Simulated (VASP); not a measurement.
The system is CaSe.

```xyz
4
Lattice="4.2137 0.0000 0.0000 -2.1068 3.6491 0.0000 0.0000 0.0000 6.8809" Properties=species:S:1:pos:R:3 pbc="T T T"
Ca    0.0000    0.0000    0.0000
Ca    0.0000    0.0000    3.4404
Se    0.0000    2.4328    1.7202
Se    2.1068    1.2164    5.1606
```

| Property | Result |
| --- | --- |
| Program | VASP 6.6.1 |
| Task | relaxation of cell and atoms |
| Functional | PBE |
| Potentials or basis | VASP PAW PBE potentials, release 64 (Ca_sv, Se) |
| Cutoff | 600 eV |
| k mesh | 9 × 9 × 6 |
| Occupations | gaussian, width 0.02 eV |
| Spin | no spin polarisation |

At the start: pressure 1.1 GPa; volume 26.45 Å³/atom.

Task: How do energy, volume and symmetry change on relaxing?

Result: Over 5 steps the energy falls by 18.9 meV/atom and the volume is 26.90 Å³/atom (+1.7 %); space group P6_3/mmc (No. 194, to 0.05 Å).

Step by step:
```
step  energy change (eV)  largest force (eV/Å)  pressure (GPa)  volume (Å³)
   1              0.0000                0.0000            1.06       105.80
   2             -0.0676                0.0000           -0.28       108.45
   3             -0.0713                0.0000           -0.68       109.29
   4             -0.0714                0.0000           -0.64       109.22
   5             -0.0757                0.0000            0.01       107.61
```

Final structure:
```
Ca Se
1.0
     4.15224    0.00000    0.00000
    -2.07612    3.59594    0.00000
     0.00000    0.00000    7.20681
Ca Se
2 2
Direct
  0.00000 0.00000 0.00000
  0.00000 0.00000 0.50000
  0.33333 0.66667 0.25000
  0.66667 0.33333 0.75000
```
